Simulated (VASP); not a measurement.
# WF3 (Immm) in VASP: single point with PBE

Aim: the single point of WF3 with PBE.

Everything below comes from runs of VASP 6.6.1. Logs are shortened: lines on timing, memory, paths and dates and some standing lists are left out, and cuts for length are marked.

**1. The cell of the first run**

It takes space group Immm (No. 71, orthorhombic). The conventional cell has a = 2.675 Å, b = 4.085 Å, c = 11.940 Å, α = 90.00°, β = 90.00°, γ = 90.00°. Within 2.5 Å of W (site symmetry mmm) lie 4 F at 1.87 to 2.04 Å. F (site symmetry mmm) has 2 W at 2.04 Å and 6 F at 2.67 to 2.77 Å within 2.8 Å. Within 2.5 Å of F (site symmetry mm2) lie 1 W at 1.87 Å.

**2. Single point, PBE**

File INCAR:

```
ALGO = Normal
EDIFF = 1E-7
ENCUT = 520
GGA = PE
ISIF = 2
ISMEAR = 0
LASPH = True
LCHARG = True
LELF = True
LREAL = False
LVHAR = True
LWAVE = False
NBANDS = 26
NELM = 100
PREC = Accurate
SIGMA = 0.1
```

File KPOINTS:

```
k-points
0
Gamma
  16 16 16
```

File POSCAR:

```
WF3
1.0
   -1.3373706548      2.0426924628      5.9699724771
    1.3373706548     -2.0426924628      5.9699724771
    1.3373706548      2.0426924628     -5.9699724771
W F
1 3
Direct
    0.5000000000      0.0000000000      0.5000000000
    0.0000000000      0.0000000000      0.0000000000
    0.6565771805      0.1565771805      0.5000000000
    0.3434228195      0.8434228195      0.5000000000
```

Potentials or basis: VASP PAW PBE potentials, release 64 (W_sv, F).

On the command line:

```bash
> cat potpaw_PBE.64/W_sv/POTCAR potpaw_PBE.64/F/POTCAR > POTCAR
> mpirun -np 1 vasp_std > vasp.out
```

OUTCAR:

```text
EDIFF = 1E-7
   ENCUT = 520
   GGA = PE
   ISIF = 2
   ISMEAR = 0
   LASPH = True
   LREAL = False
   NELM = 100
   PREC = Accurate

 ion  position               nearest neighbor table
   1  0.500  0.000  0.500-   3 1.87   4 1.87   2 2.04   2 2.04
   2  0.000  0.000  0.000-   1 2.04   1 2.04
   3  0.657  0.157  0.500-   1 1.87
   4  0.343  0.843  0.500-   1 1.87

  LATTYP: Found a body centered orthorhombic cell.
 ALAT       =     2.6747413096
 B/A-ratio  =     1.5273944104
 C/A-ratio  =     4.4639625190

  Lattice vectors:

 A1 = (  -1.3373706548,   2.0426924628,   5.9699724771)
 A2 = (   1.3373706548,  -2.0426924628,   5.9699724771)
 A3 = (   1.3373706548,   2.0426924628,  -5.9699724771)

Analysis of symmetry for initial positions (statically):
=====================================================================
 Subroutine PRICEL returns:
 Original cell was already a primitive cell.

 Routine SETGRP: Setting up the symmetry group for a
 body centered orthorhombic supercell.

 Subroutine GETGRP returns: Found  8 space group operations
 (whereof  8 operations were pure point group operations)
 out of a pool of  8 trial point group operations.

The static configuration has the point symmetry D_2h.

Analysis of symmetry for dynamics (positions and initial velocities):
=====================================================================
 Subroutine PRICEL returns:
 Original cell was already a primitive cell.

 Routine SETGRP: Setting up the symmetry group for a
 body centered orthorhombic supercell.

 Subroutine GETGRP returns: Found  8 space group operations
 (whereof  8 operations were pure point group operations)
 out of a pool of  8 trial point group operations.

The dynamic configuration has the point symmetry D_2h.

 Subroutine INISYM returns: Found  8 space group operations
 (whereof  8 operations are pure point group operations),
 and found     1 'primitive' translations

----------------------------------------------------------------------------------------

                                     Primitive cell

  volume of cell :      65.2360

  direct lattice vectors                    reciprocal lattice vectors
    -1.337370655  2.042692463  5.969972477     0.000000000  0.244774977  0.083752480
     1.337370655 -2.042692463  5.969972477     0.373867931  0.000000000  0.083752480
     1.337370655  2.042692463 -5.969972477     0.373867931  0.244774977  0.000000000

  length of vectors
     6.449939856  6.449939856  6.449939856     0.258706914  0.383134060  0.446869130

  position of ions in fractional coordinates (direct lattice)
     0.500000000  0.000000000  0.500000000
     0.000000000  0.000000000  0.000000000
     0.656577181  0.156577181  0.500000000
     0.343422819  0.843422819  0.500000000

  ion indices of the primitive-cell ions
   primitive index   ion index
                 1           1
                 2           2
                 3           3
                 4           4

----------------------------------------------------------------------------------------

 KPOINTS: k-points

Automatic generation of k-mesh.
 Grid dimensions read from file:
 generate k-points for:   16   16   16

 Generating k-lattice:

  Cartesian coordinates                     Fractional coordinates (reciprocal lattice)
     0.000000000  0.015298436  0.005234530     0.062500000  0.000000000  0.000000000
     0.023366746  0.000000000  0.005234530     0.000000000  0.062500000  0.000000000
     0.023366746  0.015298436  0.000000000     0.000000000  0.000000000  0.062500000

  Length of vectors
     0.016169182  0.023945879  0.027929321

  Shift w.r.t. Gamma in fractional coordinates (k-lattice)
     0.000000000  0.000000000  0.000000000

 Subroutine IBZKPT returns following result:
 ===========================================

 Found    621 irreducible k-points:

 Following reciprocal coordinates:
            Coordinates               Weight
  0.000000  0.000000  0.000000      1.000000
  0.062500  0.000000 -0.000000      4.000000
  0.125000  0.000000 -0.000000      4.000000
  0.187500  0.000000 -0.000000      4.000000
  0.250000  0.000000 -0.000000      4.000000
  0.312500  0.000000 -0.000000      4.000000
[... 16 lines left out ...]
 -0.187500  0.062500  0.000000      8.000000
 -0.125000  0.062500  0.000000      8.000000
 [... further k-points ...]
   k-points           NKPTS =    621   k-points in BZ     NKDIM =    621   number of bands    NBANDS=     26
   number of dos      NEDOS =    301   number of ions     NIONS =      4
   total plane-waves  NPLWV = 110592
   dimension x,y,z NGX =    48 NGY =   48 NGZ =   48
   dimension x,y,z NGXF=    96 NGYF=   96 NGZF=   96
   ions per type =               1   3
   NGX,Y,Z   is equivalent  to a cutoff of  12.37, 12.37, 12.37 a.u.
   NGXF,Y,Z  is equivalent  to a cutoff of  24.74, 24.74, 24.74 a.u.
 SYSTEM =  unknown system
   PREC   = accura    normal or accurate (medium, high low for compatibility)
   ISTART =      0    job   : 0-new  1-cont  2-samecut
   ICHARG =      2    charge: 1-file 2-atom 10-const
   ISPIN  =      1    spin polarized calculation?
   LNONCOLLINEAR =      F non collinear calculations
   LSORBIT =      F    spin-orbit coupling
   LASPH  =      T    aspherical Exc in radial PAW
   ENCUT  =  520.0 eV  38.22 Ry    6.18 a.u.  11.99 11.99 11.99*2*pi/ulx,y,z
   NELM   =    100;   NELMIN=  2; NELMDL= -5     # of ELM steps
   EDIFF  = 0.1E-06   stopping-criterion for ELM
   LREAL  =      F    real-space projection
   EDIFFG = 0.1E-05   stopping-criterion for IOM
   NSW    =      0    number of steps for IOM
   IBRION =     -1    ionic relax: 0-MD 1-quasi-New 2-CG
   NFREE  =      0    steps in history (QN), initial steepest desc. (CG)
   ISIF   =      2    stress and relaxation
   ISYM   =      2    0-nonsym 1-usesym 2-fastsym
   POTIM  = 0.5000    time-step for ionic-motion
   TEBEG  =    0.0;   TEEND  =   0.0 temperature during run
   PSTRESS=    0.0 pullay stress
   NELECT =      35.0000    total number of electrons
   NUPDOWN=      -1.0000    fix difference up-down
   EMIN   =  10.00;   EMAX   =-10.00  energy-range for DOS
   EFERMI =   0.00;   METHOD = LEGACY
   ISMEAR =     0;   SIGMA  =   0.10  broadening in eV -4-tet -1-fermi 0-gaus
   EFERMI_NEDOS =   21; number of points for ismear=-14 and -15
   IALGO  =     38    algorithm
   IMIX   =      4    mixing-type and parameters
     AMIX     =   0.40;   BMIX     =  1.00
     AMIX_MAG =   1.60;   BMIX_MAG =  1.00
  volume/ion in A,a.u.               =      16.31       110.06
  Fermi-wavevector in a.u.,A,eV,Ry     =   1.330256  2.513819 24.076603  1.769580
  Thomas-Fermi vector in A             =   2.459356
   LORBIT       =      0    0 simple, 1 ext, 2 COOP (PROOUT), +10 PAW based schemes
   GGA     = PE    functional components
   LHFCALC =     F    Hartree Fock is set to
   AEXX    =    0.0000 exact exchange contribution
   IVDW    =     0    specifies the selected vdW correction
   LEPSILON=     F    determine dielectric tensor
   LRPA    =     F    only Hartree local field effects (RPA)
 non-spin polarized calculation
 Gauss-broadening in eV      SIGMA  =   0.10
  energy-cutoff  :      520.00
  volume of cell :       65.24
 maximum number of plane-waves:      1785
   NGX = 23   NGY = 23   NGZ = 23

 number of electron      34.9999996 magnetization

 Free energy of the ion-electron system (eV)
  ---------------------------------------------------
  ext. energy  EPLUGINS =         0.00000000
  ---------------------------------------------------
  free energy    TOTEN  =       -26.03554668 eV

  energy without entropy =      -26.02844452  energy(sigma->0) =      -26.03199560

 E-fermi :   2.0258     XC(G=0):  -8.8674

 val. band max:        2.0239030188   @ k =   0.5000   0.1875   0.0625
 cond. band min:       2.0652091782   @ k =  -0.1250   0.1875   0.1250
 fundamental gap:      0.0413061594
 Fermi energy:         2.0257973902

 k-point     1 :       0.0000    0.0000    0.0000
  band No.  band energies     occupation
      1     -73.8636      2.00000
      2     -38.5310      2.00000
      3     -38.3649      2.00000
      4     -36.9698      2.00000
      5     -24.3619      2.00000
      6     -22.7732      2.00000
[... 18 lines left out ...]
     25      11.7541      0.00000
     26      13.8283      0.00000

 k-point     2 :       0.0625    0.0000   -0.0000
  band No.  band energies     occupation
      1     -73.8636      2.00000
      2     -38.5310      2.00000
      3     -38.3678      2.00000
      4     -36.9698      2.00000
      5     -24.3421      2.00000
      6     -22.7723      2.00000
[... 18 lines left out ...]
     25      11.7592      0.00000
     26      13.6288      0.00000

 k-point     3 :       0.1250    0.0000   -0.0000
  band No.  band energies     occupation
      1     -73.8636      2.00000
      2     -38.5308      2.00000
      3     -38.3759      2.00000
      4     -36.9697      2.00000
      5     -24.2853      2.00000
      6     -22.7692      2.00000
[... 18 lines left out ...]
     25      11.7747      0.00000
     26      13.1773      0.00000

 k-point     4 :       0.1875    0.0000   -0.0000
  band No.  band energies     occupation
      1     -73.8635      2.00000
      2     -38.5306      2.00000
      3     -38.3880      2.00000
      4     -36.9695      2.00000
      5     -24.1990      2.00000
      6     -22.7646      2.00000
[... 18 lines left out ...]
     25      11.7996      0.00000
     26      12.6436      0.00000
[... 496 lines left out ...]
      1     -73.8607      2.00000
      2     -38.5260      2.00000
      3     -38.3981      2.00000
      4     -37.0108      2.00000
      5     -24.0846      2.00000
      6     -22.7508      2.00000
[... 18 lines left out ...]
     25      11.8764      0.00000
     26      12.1914      0.00000

 k-point    23 :      -0.1875    0.0625    0.0000
  band No.  band energies     occupation
      1     -73.8607      2.00000
      2     -38.5263      2.00000
      3     -38.3838      2.00000
      4     -37.0111      2.00000
      5     -24.1882      2.00000
      6     -22.7557      2.00000
[... 18 lines left out ...]
     25      11.8371      0.00000
     26      12.7587      0.00000

 k-point    24 :      -0.1250    0.0625    0.0000
  band No.  band energies     occupation
      1     -73.8608      2.00000
      2     -38.5266      2.00000
      3     -38.3717      2.00000
      4     -37.0113      2.00000
      5     -24.2745      2.00000
      6     -22.7597      2.00000
[... 18 lines left out ...]
     25      11.8022      0.00000
     26      13.3400      0.00000

 [... further k-points ...]

------------------------ aborting loop because EDIFF is reached ----------------------------------------

  FORCE on cell =-STRESS in cart. coord.  units (eV):
  Direction    XX          YY          ZZ          XY          YZ          ZX
  --------------------------------------------------------------------------------------
  -------------------------------------------------------------------------------------
  Total       -0.0242408      0.3306296      1.2049021      0.0000000      0.0000000      0.0000000
  in kB       -0.5953483      8.1201708     29.5920635      0.0000000      0.0000000      0.0000000
  external PRESSURE =      12.3722953 kB  Pullay stress =       0.0000000 kB

 VOLUME and BASIS-vectors are now :
 -----------------------------------------------------------------------------
  energy-cutoff  :      520.00
  volume of cell :       65.24
      direct lattice vectors                 reciprocal lattice vectors
    -1.337370655  2.042692463  5.969972477     0.000000000  0.244774977  0.083752480
     1.337370655 -2.042692463  5.969972477     0.373867931  0.000000000  0.083752480
     1.337370655  2.042692463 -5.969972477     0.373867931  0.244774977  0.000000000

 POSITION                                       TOTAL-FORCE (eV/Angst)
 -----------------------------------------------------------------------------------
      0.00000      2.04269      0.00000         0.000000     -0.000000      0.000000
      0.00000      0.00000      0.00000         0.000000     -0.000000      0.000000
      0.00000      2.04269      1.86952         0.000000      0.000000      0.356750
      1.33737      0.00000      4.10045        -0.000000     -0.000000     -0.356750
 -----------------------------------------------------------------------------------
    total drift:                                0.000000      0.000000     -0.000000

  FREE ENERGIE OF THE ION-ELECTRON SYSTEM (eV)
  ---------------------------------------------------
  free  energy   TOTEN  =       -26.0355466786 eV

  energy  without entropy=      -26.0284445172  energy(sigma->0) =      -26.03199560
```

Run time: 24 min. Hardware: 1 thread of Intel Xeon 6975P-C (Granite Rapids), shared host; peak memory 0.98 GiB.

Results:

```yaml
Free_energy: -26.0355 eV
Pressure: 1.2 GPa
Largest_force: 0.357 eV/Å
Band_gap_on_the_k_mesh: zero (an odd number of electrons rules out a gap without spin polarisation)
```

Forces in eV/Å, atoms in the order of the input:
```
W    0.000  0.000  0.000
F    0.000  0.000  0.000
F    0.000  0.000  0.357
F    0.000  0.000 -0.357
```

Stress tensor (GPa, compression positive):
```
-0.06  0.00  0.00
 0.00  0.81  0.00
 0.00  0.00  2.96
```

Caveat: spin-orbit coupling is left out, which moves the levels of the heavy elements; an odd number of electrons without spin polarisation forces a metal; a magnetic or distorted state may lie lower.

The gap in the log of VASP goes by the Fermi energy; the results here count the filled bands.